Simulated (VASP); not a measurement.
Runs of VASP 6.6.1 on SiC. The structure is that of space group Cm (No. 8), or close to it. The cells are those of the table. 

```csv
cell,gap on the mesh (eV),pressure (GPa),largest force (eV/Å)
"a = 3.076, b = 3.076, c = 11.215 Å, angles 67.8, 67.8, 60.0°, 8 atoms",2.70,-0.2,(c)
"a = 3.076, b = 3.076, c = 10.442 Å, angles 77.2, 77.2, 60.0°, 8 atoms",0.57,(a),1.52
"a = 3.076, b = 3.076, c = 10.135 Å, angles 85.6, 85.6, 60.0°, 8 atoms",1.36,-0.7,2.25
"a = 3.076, b = 3.076, c = 11.029 Å, angles 69.6, 69.6, 60.0°, 8 atoms",2.06,(b),(d)
```

Alike in all rows: task single point; level r2SCAN; potentials or basis VASP PAW PBE potentials, release 64 (Si, C); no spin polarisation; k mesh 8 × 8 × 3; cutoff (eV) 520; smearing gaussian 0.05 eV.

Task: Fill in the values left out.

Result: (a) -1.0; (b) -0.3; (c) 1.57; (d) 2.57.

Caveats: the PAW data sets were made with another functional, which shifts forces and pressure a little.

A k mesh can miss the band edges.
